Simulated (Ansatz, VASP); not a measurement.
**ZrN: VASP beside Ansatz**

```
Zr N
1.0
     0.00000    2.32903    2.32903
     2.32903    0.00000    2.32903
     2.32903    2.32903    0.00000
Zr N
1 1
Cartesian
  0.0000 0.0000 0.0000
  2.3290 2.3290 2.3290
```

Change from the starting cell: volume scaled by 1.06, crystal datasets.

Alike in both runs: task electric field gradients; functional LDA; k mesh 9 × 9 × 9; occupations fermi-dirac, width 0.03 eV; no spin polarisation.

|  | VASP | Ansatz |
| --- | --- | --- |
| version | VASP 6.6.1 | Ansatz 0.2.0 |
| potentials or method | VASP PAW LDA potentials, release 64 (Zr_sv, N), cutoff 520 eV | all-electron PAW with datasets made for the crystal, scalar-relativistic |

|  | VASP | Ansatz | Ansatz less VASP |
| --- | --- | --- | --- |
| pressure (GPa) | -19.9 | -20.4 | -0.53 |

LDA's correlation is that of Perdew and Zunger in VASP and of Perdew and Wang (1992) in Ansatz. Ansatz ran all-electron here, and VASP with PAW potentials.
